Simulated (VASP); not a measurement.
# Pb (Fm-3m) in VASP: notebook

The runs below take Pb through single point, with PBE, RPBE.

All numbers are computed with VASP 6.6.1; they aren't measurements. Logs are shortened: lines on timing, memory, paths and dates and some standing lists are left out, and cuts for length are marked.

**1. The cell of the first run**

The structure is cubic, space group Fm-3m (No. 225). The conventional cell has a = 4.950 Å, b = 4.950 Å, c = 4.950 Å, α = 90.00°, β = 90.00°, γ = 90.00°. Pb (site symmetry m-3m) has 12 Pb at 3.50 Å within 4.6 Å.

**2. Single point, PBE**

INCAR reads:

```
  PREC = Accurate
  ENCUT = 520
  EDIFF = 1E-7
  ISMEAR = 0
  SIGMA = 0.028000000000000004
  LREAL = False
  LASPH = True
  NELM = 100
  ALGO = Fast
  ISIF = 2
  LWAVE = False
  LCHARG = False
  GGA = PE
  NBANDS = 13
```

KPOINTS reads:

```
Automatic mesh
0
Gamma
  9 9 9
```

POSCAR reads:

```
Pb
1.0
    0.0000000000      2.4750200000      2.4750200000
    2.4750200000      0.0000000000      2.4750200000
    2.4750200000      2.4750200000      0.0000000000
Pb
1
Direct
    0.0000000000      0.0000000000      0.0000000000
```

Potentials or basis: VASP PAW PBE potentials, release 64 (Pb_d).

On the command line:

```
cat potpaw_PBE.64/Pb_d/POTCAR > POTCAR
mpirun -np 1 vasp_std > vasp.out
```

OUTCAR:

```text
PREC = Accurate
   ENCUT = 520
   EDIFF = 1E-7
   ISMEAR = 0
   LREAL = False
   LASPH = True
   NELM = 100
   ISIF = 2
   GGA = PE

 ion  position               nearest neighbor table
   1  0.000  0.000  0.000-

  LATTYP: Found a face centered cubic cell.
 ALAT       =     4.9500400000

  Lattice vectors:

 A1 = (   0.0000000000,   2.4750200000,   2.4750200000)
 A2 = (   2.4750200000,   0.0000000000,   2.4750200000)
 A3 = (   2.4750200000,   2.4750200000,   0.0000000000)

Analysis of symmetry for initial positions (statically):
[... 5 lines left out ...]
 face centered cubic supercell.

 Subroutine GETGRP returns: Found 48 space group operations
 (whereof 48 operations were pure point group operations)
 out of a pool of 48 trial point group operations.

The static configuration has the point symmetry O_h .

Analysis of symmetry for dynamics (positions and initial velocities):
[... 5 lines left out ...]
 face centered cubic supercell.

 Subroutine GETGRP returns: Found 48 space group operations
 (whereof 48 operations were pure point group operations)
 out of a pool of 48 trial point group operations.

The dynamic configuration has the point symmetry O_h .

 Subroutine INISYM returns: Found 48 space group operations
 (whereof 48 operations are pure point group operations),
 and found     1 'primitive' translations

----------------------------------------------------------------------------------------

                                     Primitive cell

  volume of cell :      30.3226

  direct lattice vectors                    reciprocal lattice vectors
     0.000000000  2.475020000  2.475020000    -0.202018570  0.202018570  0.202018570
     2.475020000  0.000000000  2.475020000     0.202018570 -0.202018570  0.202018570
     2.475020000  2.475020000  0.000000000     0.202018570  0.202018570 -0.202018570

  length of vectors
     3.500206851  3.500206851  3.500206851     0.349906427  0.349906427  0.349906427

  position of ions in fractional coordinates (direct lattice)
     0.000000000  0.000000000  0.000000000

  ion indices of the primitive-cell ions
   primitive index   ion index
                 1           1

----------------------------------------------------------------------------------------

 KPOINTS: Automatic mesh

Automatic generation of k-mesh.
 Grid dimensions read from file:
 generate k-points for:    9    9    9

 Generating k-lattice:

  Cartesian coordinates                     Fractional coordinates (reciprocal lattice)
    -0.022446508  0.022446508  0.022446508     0.111111111  0.000000000  0.000000000
     0.022446508 -0.022446508  0.022446508     0.000000000  0.111111111  0.000000000
     0.022446508  0.022446508 -0.022446508     0.000000000  0.000000000  0.111111111

  Length of vectors
     0.038878492  0.038878492  0.038878492

  Shift w.r.t. Gamma in fractional coordinates (k-lattice)
     0.000000000  0.000000000  0.000000000

 Subroutine IBZKPT returns following result:
 ===========================================

 Found     35 irreducible k-points:

 Following reciprocal coordinates:
            Coordinates               Weight
  0.000000  0.000000  0.000000      1.000000
  0.111111  0.000000  0.000000      8.000000
  0.222222  0.000000  0.000000      8.000000
  0.333333  0.000000  0.000000      8.000000
  0.444444  0.000000  0.000000      8.000000
  0.111111  0.111111  0.000000      6.000000
[... 16 lines left out ...]
 -0.333333  0.333333  0.000000     12.000000
  0.444444  0.444444  0.000000      6.000000
 [... further k-points ...]
   k-points           NKPTS =     35   k-points in BZ     NKDIM =     35   number of bands    NBANDS=     13
   number of dos      NEDOS =    301   number of ions     NIONS =      1
   total plane-waves  NPLWV =  21952
   dimension x,y,z NGX =    28 NGY =   28 NGZ =   28
   dimension x,y,z NGXF=    56 NGYF=   56 NGZF=   56
   ions per type =               1
   NGX,Y,Z   is equivalent  to a cutoff of  13.30, 13.30, 13.30 a.u.
   NGXF,Y,Z  is equivalent  to a cutoff of  26.60, 26.60, 26.60 a.u.
 SYSTEM =  unknown system
   PREC   = accura    normal or accurate (medium, high low for compatibility)
   ISTART =      0    job   : 0-new  1-cont  2-samecut
   ICHARG =      2    charge: 1-file 2-atom 10-const
   ISPIN  =      1    spin polarized calculation?
   LNONCOLLINEAR =      F non collinear calculations
   LSORBIT =      F    spin-orbit coupling
   LASPH  =      T    aspherical Exc in radial PAW
   ENCUT  =  520.0 eV  38.22 Ry    6.18 a.u.   6.51  6.51  6.51*2*pi/ulx,y,z
   NELM   =    100;   NELMIN=  2; NELMDL= -5     # of ELM steps
   EDIFF  = 0.1E-06   stopping-criterion for ELM
   LREAL  =      F    real-space projection
   EDIFFG = 0.1E-05   stopping-criterion for IOM
   NSW    =      0    number of steps for IOM
   IBRION =     -1    ionic relax: 0-MD 1-quasi-New 2-CG
   NFREE  =      0    steps in history (QN), initial steepest desc. (CG)
   ISIF   =      2    stress and relaxation
   ISYM   =      2    0-nonsym 1-usesym 2-fastsym
   POTIM  = 0.5000    time-step for ionic-motion
   TEBEG  =    0.0;   TEEND  =   0.0 temperature during run
   PSTRESS=    0.0 pullay stress
   NELECT =      14.0000    total number of electrons
   NUPDOWN=      -1.0000    fix difference up-down
   EMIN   =  10.00;   EMAX   =-10.00  energy-range for DOS
   EFERMI =   0.00;   METHOD = LEGACY
   ISMEAR =     0;   SIGMA  =   0.03  broadening in eV -4-tet -1-fermi 0-gaus
   EFERMI_NEDOS =   21; number of points for ismear=-14 and -15
   IALGO  =     68    algorithm
   IMIX   =      4    mixing-type and parameters
     AMIX     =   0.40;   BMIX     =  1.00
     AMIX_MAG =   1.60;   BMIX_MAG =  1.00
  volume/ion in A,a.u.               =      30.32       204.63
  Fermi-wavevector in a.u.,A,eV,Ry     =   1.265306  2.391081 21.782907  1.600999
  Thomas-Fermi vector in A             =   2.398566
   LORBIT       =      0    0 simple, 1 ext, 2 COOP (PROOUT), +10 PAW based schemes
   GGA     = PE    functional components
   LHFCALC =     F    Hartree Fock is set to
   AEXX    =    0.0000 exact exchange contribution
   IVDW    =     0    specifies the selected vdW correction
   LEPSILON=     F    determine dielectric tensor
   LRPA    =     F    only Hartree local field effects (RPA)
 non-spin polarized calculation
 RMM-DIIS sequential band-by-band and
 Gauss-broadening in eV      SIGMA  =   0.03
  energy-cutoff  :      520.00
  volume of cell :       30.32
 maximum number of plane-waves:       869
 NGX is ok and might be reduce to    28
   NGX = 13   NGY = 13   NGZ = 13

 number of electron      13.9999999 magnetization

 Free energy of the ion-electron system (eV)
  ---------------------------------------------------
  ext. energy  EPLUGINS =         0.00000000
  ---------------------------------------------------
  free energy    TOTEN  =        -3.56838068 eV

  energy without entropy =       -3.56786345  energy(sigma->0) =       -3.56812207

 E-fermi :   7.1442     XC(G=0): -10.1860

 val. band max:        6.9152035650   @ k =  -0.3333   0.3333   0.1111
 cond. band min:       7.1462645388   @ k =  -0.2222   0.3333   0.1111
 fundamental gap:      0.2310609737
 Fermi energy:         7.1441929020

 k-point     1 :       0.0000    0.0000    0.0000
  band No.  band energies     occupation
      1      -9.7950      2.00000
      2      -9.7950      2.00000
      3      -9.7950      2.00000
      4      -9.6548      2.00000
      5      -9.6548      2.00000
      6      -4.4739      2.00000
      7      14.6988      0.00000
      8      14.6988      0.00000
      9      14.6988      0.00000
     10      17.0445      0.00000
     11      18.6197      0.00000
     12      19.7651      0.00000
     13      19.7651      0.00000

 k-point     2 :       0.1111    0.0000    0.0000
  band No.  band energies     occupation
      1      -9.7955      2.00000
      2      -9.7785      2.00000
      3      -9.7785      2.00000
      4      -9.6548      2.00000
      5      -9.6548      2.00000
      6      -4.2361      2.00000
      7      12.3295      0.00000
      8      14.4166      0.00000
      9      14.4166      0.00000
     10      16.6520      0.00000
     11      19.5950      0.00000
     12      20.2687      0.00000
     13      20.2698      0.00000

 k-point     3 :       0.2222    0.0000    0.0000
  band No.  band energies     occupation
      1      -9.8006      2.00000
      2      -9.7590      2.00000
      3      -9.7590      2.00000
      4      -9.6322      2.00000
      5      -9.6322      2.00000
      6      -3.5245      2.00000
      7       8.8627      0.00000
      8      13.8172      0.00000
      9      13.8172      0.00000
     10      16.3080      0.00000
     11      19.1404      0.00000
     12      19.8938      0.00000
     13      19.8939      0.00000

 k-point     4 :       0.3333    0.0000    0.0000
  band No.  band energies     occupation
      1      -9.8120      2.00000
      2      -9.7685      2.00000
      3      -9.7685      2.00000
      4      -9.5734      2.00000
      5      -9.5734      2.00000
      6      -2.3830      2.00000
      7       5.7472      2.00000
      8      13.2445      0.00000
      9      13.2445      0.00000
     10      16.2136      0.00000
     11      17.8419      0.00000
     12      18.9978      0.00000
     13      18.9978      0.00000

 k-point     5 :       0.4444    0.0000    0.0000
  band No.  band energies     occupation
      1      -9.8221      2.00000
      2      -9.7819      2.00000
      3      -9.7819      2.00000
      4      -9.5270      2.00000
      5      -9.5270      2.00000
      6      -1.1188      2.00000
      7       3.4730      2.00000
      8      12.9063      0.00000
      9      12.9063      0.00000
     10      16.3941      0.00000
     11      16.9610      0.00000
     12      18.5418      0.00000
     13      18.5418      0.00000

 k-point     6 :       0.1111    0.1111    0.0000
  band No.  band energies     occupation
      1      -9.8141      2.00000
      2      -9.7608      2.00000
      3      -9.7608      2.00000
      4      -9.6751      2.00000
      5      -9.6404      2.00000
      6      -4.1570      2.00000
      7      13.0131      0.00000
      8      13.5210      0.00000
      9      13.5210      0.00000
     10      16.1963      0.00000
     11      18.8011      0.00000
     12      21.0041      0.00000
     13      21.2422      0.00000

 k-point     7 :       0.2222    0.1111    0.0000
  band No.  band energies     occupation
      1      -9.8231      2.00000
      2      -9.7368      2.00000
      3      -9.7306      2.00000
      4      -9.6811      2.00000
      5      -9.6163      2.00000
      6      -3.6031      2.00000
      7      10.0410      0.00000
      8      12.6943      0.00000
      9      13.1884      0.00000
     10      16.3540      0.00000
     11      17.5576      0.00000
     12      20.4944      0.00000
     13      21.7514      0.00000
[... 193 lines left out ...]
 k-point    20 :       0.3333    0.3333    0.0000
  band No.  band energies     occupation
      1      -9.9176      2.00000
      2      -9.8082      2.00000
      3      -9.5673      2.00000
      4      -9.5673      2.00000
      5      -9.5624      2.00000
      6      -1.6789      2.00000
      7       7.2557      0.00000
      8      10.2112      0.00000
      9      10.2112      0.00000
     10      13.5976      0.00000
     11      14.3451      0.00000
     12      25.2890      0.00000
     13      25.5797      0.00000

 k-point    21 :       0.4444    0.3333    0.0000
  band No.  band energies     occupation
      1      -9.9173      2.00000
      2      -9.8249      2.00000
      3      -9.5770      2.00000
      4      -9.5439      2.00000
      5      -9.5118      2.00000
      6      -0.6546      2.00000
      7       5.7193      2.00000
      8       8.7006      0.00000
      9       9.9063      0.00000
     10      13.5228      0.00000
     11      15.3158      0.00000
     12      24.2784      0.00000
     13      24.5487      0.00000

 k-point    22 :      -0.4444    0.3333    0.0000
  band No.  band energies     occupation
      1      -9.8862      2.00000
      2      -9.7843      2.00000
      3      -9.5950      2.00000
      4      -9.5745      2.00000
      5      -9.5144      2.00000
      6       0.2593      2.00000
      7       4.8448      2.00000
      8       6.8336      2.00000
      9      10.1594      0.00000
     10      13.7025      0.00000
     11      17.9153      0.00000
     12      23.3978      0.00000
     13      23.5267      0.00000

 k-point    23 :      -0.3333    0.3333    0.0000
  band No.  band energies     occupation
      1      -9.8498      2.00000
      2      -9.6920      2.00000
      3      -9.6452      2.00000
      4      -9.6227      2.00000
      5      -9.5585      2.00000
      6       0.1129      2.00000
      7       5.4671      2.00000
      8       5.7368      2.00000
      9      10.9409      0.00000
     10      14.1949      0.00000
     11      21.0316      0.00000
     12      22.6652      0.00000
     13      22.6877      0.00000

 k-point    24 :       0.4444    0.4444    0.0000
  band No.  band energies     occupation
      1      -9.9532      2.00000
      2      -9.8614      2.00000
      3      -9.5350      2.00000
      4      -9.4963      2.00000
      5      -9.4963      2.00000
      6       0.1217      2.00000
      7       4.5682      2.00000
      8       9.4310      0.00000
      9       9.4310      0.00000
     10      12.7574      0.00000
     11      13.9742      0.00000
     12      25.5437      0.00000
     13      27.2444      0.00000

 [... further k-points ...]
[... 5 lines left out ...]
  --------------------------------------------------------------------------------------
  -------------------------------------------------------------------------------------
  Total        0.4195478      0.4195478      0.4195478      0.0000000      0.0000000      0.0000000
  in kB       22.1679683     22.1679683     22.1679683      0.0000000      0.0000000      0.0000000
  external PRESSURE =      22.1679683 kB  Pullay stress =       0.0000000 kB

 VOLUME and BASIS-vectors are now :
 -----------------------------------------------------------------------------
  energy-cutoff  :      520.00
  volume of cell :       30.32
      direct lattice vectors                 reciprocal lattice vectors
     0.000000000  2.475020000  2.475020000    -0.202018570  0.202018570  0.202018570
     2.475020000  0.000000000  2.475020000     0.202018570 -0.202018570  0.202018570
     2.475020000  2.475020000  0.000000000     0.202018570  0.202018570 -0.202018570

 POSITION                                       TOTAL-FORCE (eV/Angst)
 -----------------------------------------------------------------------------------
      0.00000      0.00000      0.00000         0.000000      0.000000      0.000000
 -----------------------------------------------------------------------------------
    total drift:                                0.000000     -0.000000     -0.000000

  FREE ENERGIE OF THE ION-ELECTRON SYSTEM (eV)
  ---------------------------------------------------
  free  energy   TOTEN  =        -3.5683806836 eV

  energy  without entropy=       -3.5678634467  energy(sigma->0) =       -3.56812207
```

Wall time 29 s (1 thread of Intel Xeon Platinum 8375C at 2.90GHz (Ice Lake), shared host); peak memory 0.15 GiB.

Results:

- Free energy: -3.5684 eV
- Pressure: 2.2 GPa
- Band gap on the k mesh: zero (band 7 reaches 14.70 eV, above the bottom of band 8 at 5.74 eV)

Caveat: spin-orbit coupling is left out, which moves the levels of the heavy elements.

**3. Single point, RPBE**

INCAR reads:

```
ALGO = Normal
EDIFF = 1E-6
ENCUT = 520
GGA = RP
ISIF = 2
ISMEAR = 0
LASPH = True
LCHARG = False
LREAL = False
LWAVE = False
NBANDS = 13
NELM = 80
PREC = Accurate
SIGMA = 0.02
```

KPOINTS reads:

```
k-points
0
Gamma
  9 9 9
```

POSCAR is that of step 2.

Potentials or basis: VASP PAW PBE potentials, release 64 (Pb_d).

On the command line:

```
cat potpaw_PBE.64/Pb_d/POTCAR > POTCAR
mpirun -np 1 vasp_std > vasp.out
```

It took 19 s on 1 thread of Intel Xeon Platinum 8375C at 2.90GHz (Ice Lake), shared host; peak memory 0.16 GiB.

It converged, with:

```yaml
Free_energy: -3.1630 eV
Pressure: 3.8 GPa
Band_gap_on_the_k_mesh: zero (band 7 reaches 14.85 eV, above the bottom of band 8 at 5.87 eV)
```

Levels at points of the mesh, in eV from the Fermi level:
```tsv
k point	band 5	band 6	band 7	band 8	band 9	band 10
(0.00, 0.00, 0.00)	-16.87	-11.61	7.58	7.58	7.58	9.86
```

Caveat: the PAW data sets were made with another functional, which shifts forces and pressure a little; spin-orbit coupling is left out, which moves the levels of the heavy elements.
